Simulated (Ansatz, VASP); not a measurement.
# Two plane-wave programs on Co

The input INCAR:

```
PREC     = Accurate       # precision mode
ENCUT    = 520            # plane-wave cutoff, eV
EDIFF    = 1E-6           # SCF threshold, eV
ISMEAR   = -1             # smearing method
SIGMA    = 0.05           # smearing width, eV
LREAL    = False          # projectors in reciprocal space
LASPH    = True           # aspherical terms in the spheres
NELM     = 150            # most SCF steps
ALGO     = Normal         # electronic algorithm
ISIF     = 2              # what is computed and relaxed
LWAVE    = False          # write WAVECAR
LCHARG   = True           # write CHGCAR
ISPIN    = 2              # spin polarisation
MAGMOM   = 1.757          # initial moments
LORBIT   = 11             # projections on sites
LMAXMIX  = 4              # l up to which the mixer works
GGA      = RE             # functional
LELF     = True           # ELF
LVHAR    = True         
NBANDS   = 14             # bands
```

KPOINTS

```
regular mesh
0
Gamma
  17 17 17
```

The input POSCAR:

```
Co
1.0
    0.0000000000      1.7485063301      1.7485063301
    1.7485063301      0.0000000000      1.7485063301
    1.7485063301      1.7485063301      0.0000000000
Co
1
Direct
    0.0000000000      0.0000000000      0.0000000000
```

Input for Ansatz:

```yaml
crystal:
  lattice:
    - [0.0, 1.7485063301, 1.7485063301]
    - [1.7485063301, 0.0, 1.7485063301]
    - [1.7485063301, 1.7485063301, 0.0]
  atoms:
    - { symbol: Co, position: [0.0, 0.0, 0.0], spin: 1.757 }
hamiltonian:
  xc: revpbe
  pseudopotentials:
    kind: paw
    azcp:
      Co: "pseudopotentials/Co.paw.azcp"
basis:
  ecutwfc: 420
  fft_grid_basis: typed
kpoints:
  mp_grid: { grid: [17, 17, 17], shift: [0, 0, 0] }
magnetization:
  spin_polarized: true
scf:
  occupations: { method: fermi_dirac, width: 0.05 }
  lower_state_search: "off"
output:
  stress: true
```

Alike in both runs: task single point; functional revPBE; k mesh 17 × 17 × 17; occupations fermi-dirac, width 0.05 eV; collinear spin.

|  | VASP | Ansatz |
| --- | --- | --- |
| version | VASP 6.6.1 | Ansatz 0.2.0 |
| potentials or method | VASP PAW PBE potentials, release 64 (Co), cutoff 520 eV | plane waves (420 eV) with PAW, scalar-relativistic |
| valence electrons in the cell | 9 | 17 |

VASP gave:

| Item | Value |
| --- | --- |
| pressure (GPa) | 8.5 |
| net moment per atom (μB) | 1.66 |
| size of the moment on the site where the two differ most (μB) | 1.67 |

Estimate Ansatz's values.

pressure (GPa): 9.3; net moment per atom (μB): 1.67; size of the moment on the site where the two differ most (μB): 1.74.

VASP's potentials were made for PBE, not for revPBE. Site moments also hang on the region over which each program counts them. VASP's potentials hold 9 valence electrons a cell and Ansatz's 17, so a difference there can come from the potentials and not from the codes.
